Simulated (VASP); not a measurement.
GaSb:

```
Ga Sb
1.0
     0.00000    2.98883    2.98883
     2.98883    0.00000    2.98883
     2.98883    2.98883    0.00000
Ga Sb
1 1
Direct
  0.00000 0.00000 0.00000
  0.25000 0.25000 0.25000
```

- Program: VASP 6.6.1
- Task: relaxation of cell and atoms
- Functional: PBE
- Potentials or basis: VASP PAW PBE potentials, release 64 (Ga_d, Sb)
- Cutoff: 600 eV
- k mesh: 6 × 6 × 6
- Occupations: fermi-dirac, width 0.02 eV
- Spin: no spin polarisation

At the start: pressure 6.9 GPa; volume 26.70 Å³/atom.

Task: Where does the relaxation end?

Result: Over 3 steps the energy falls by 65.0 meV/atom and the volume is 30.06 Å³/atom (+12.6 %); space group F-43m (No. 216, to 0.05 Å).

Step by step:
| step | energy change (eV) | largest force (eV/Å) | pressure (GPa) | volume (Å³) |
| --- | --- | --- | --- | --- |
| 1 | 0.0000 | 0.0000 | 6.93 | 53.40 |
| 2 | -0.1151 | 0.0000 | -1.66 | 62.83 |
| 3 | -0.1300 | 0.0000 | -0.01 | 60.12 |

Final structure:
```yaml
crystal:
  lattice:
    - [0.00000, 3.10924, 3.10924]
    - [3.10924, 0.00000, 3.10924]
    - [3.10924, 3.10924, 0.00000]
  atoms:
    - { symbol: Ga, position: [0.00000, 0.00000, 0.00000] }
    - { symbol: Sb, position: [0.25000, 0.25000, 0.25000] }
```
